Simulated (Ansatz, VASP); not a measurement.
## One calculation of Nb3Te2HC4, two programs

The input INCAR:

```
ALGO     = Normal         # electronic algorithm
EDIFF    = 1E-7           # SCF threshold, eV
ENCUT    = 520            # plane-wave cutoff, eV
GGA      = PE             # functional
ISIF     = 2              # what is computed and relaxed
ISMEAR   = 0              # smearing method
LASPH    = T              # aspherical terms in the spheres
LCHARG   = F              # write CHGCAR
LREAL    = F              # projectors in reciprocal space
LWAVE    = F              # write WAVECAR
NBANDS   = 45             # bands
NELM     = 60             # most SCF steps
PREC     = Accurate       # precision mode
SIGMA    = 0.1            # smearing width, eV
```

Contents of KPOINTS:

```
k-points
0
Gamma
  10 10 4
```

Contents of POSCAR:

```
Nb3Te2HC4
1.0
    4.2055464502      0.0000000000      0.0000000000
    0.0000000000      4.2055464502      0.0000000000
    0.0000000000      0.0000000000      9.2316908504
Nb Te H C
3 2 1 4
Direct
    0.0000000000      0.0000000000      0.5000000000
    0.0000000000      0.0000000000      0.0000000000
    0.5000000000      0.5000000000      0.5000000000
    0.5000000000      0.0000000000      0.7711343045
    0.0000000000      0.5000000000      0.2288656955
    0.5000000000      0.5000000000      0.0000000000
    0.0000000000      0.5000000000      0.9682494404
    0.5000000000      0.0000000000      0.4517567934
    0.5000000000      0.0000000000      0.0317505596
    0.0000000000      0.5000000000      0.5482432066
```

Input for Ansatz:

```yaml
crystal:
  lattice:
    - [4.2055464502, 0.0, 0.0]
    - [0.0, 4.2055464502, 0.0]
    - [0.0, 0.0, 9.2316908504]
  atoms:
    - { symbol: Nb, position: [0.0, 0.0, 0.5] }
    - { symbol: Nb, position: [0.0, 0.0, 0.0] }
    - { symbol: Nb, position: [0.5, 0.5, 0.5] }
    - { symbol: Te, position: [0.5, 0.0, 0.7711343045] }
    - { symbol: Te, position: [0.0, 0.5, 0.2288656955] }
    - { symbol: H, position: [0.5, 0.5, 0.0] }
    - { symbol: C, position: [0.0, 0.5, 0.9682494404] }
    - { symbol: C, position: [0.5, 0.0, 0.4517567934] }
    - { symbol: C, position: [0.5, 0.0, 0.0317505596] }
    - { symbol: C, position: [0.0, 0.5, 0.5482432066] }
basis:
  ecutwfc: 420
kpoints:
  mp_grid: { grid: [10, 10, 4] }
  band_path:
    path:
      - [[0.0, 0.0, 0.0], [0.0, 0.5, 0.0], [0.5, 0.5, 0.0], [0.0, 0.0, 0.0], [0.0, 0.0, 0.5], [0.0, 0.5, 0.5], [0.5, 0.5, 0.5], [0.0, 0.0, 0.5]]
      - [[0.0, 0.5, 0.0], [0.0, 0.5, 0.5]]
      - [[0.5, 0.5, 0.0], [0.5, 0.5, 0.5]]
    npoints: 14
hamiltonian:
  xc: pbe
scf:
  occupations: { method: gaussian, width: 0.1 }
  n_extra_bands: 25
output:
  forces: true
  stress: true
  eigenvalues: true
  populations: true
  dos: { projected: true, de: 0.02, nscf_kmesh: { grid: [12, 12, 5] } }
  bader: true
  write_density: true
  write_potential: true
  elf: true
  volumetric_format: npy
```

Alike in both runs: task single point; functional PBE; k mesh 10 × 10 × 4; occupations gaussian, width 0.1 eV; no spin polarisation.

|  | VASP | Ansatz |
| --- | --- | --- |
| version | VASP 6.6.1 | Ansatz 0.2.0 |
| potentials or method | VASP PAW PBE potentials, release 64 (Nb_sv, Te, H, C), cutoff 520 eV | scalar-relativistic, plane waves, PAW |
| valence electrons in the cell | 68 | 88 |

|  | VASP | Ansatz | Ansatz less VASP |
| --- | --- | --- | --- |
| gap on the k mesh at the Fermi level (eV) | none | none | - |
| pressure (GPa) | -0.2 | 0.0 | +0.22 |
| traceless stress, the component that is largest in VASP (GPa) | 0.07 | -0.01 | -0.079 |
| rms of the force components (eV/Å) | 0.004 | 0.002 | -0.0020 |

Atom by atom the forces differ by 0.002 eV/Å (rms over components). A gap of «none» marks a metal or a gap that the smearing closes. With one functional, cell and mesh, what is left measures potentials, basis and numerics. VASP's potentials hold 68 valence electrons a cell and Ansatz's 88, so a difference there can come from the potentials and not from the codes.

Spin-orbit coupling is off throughout.
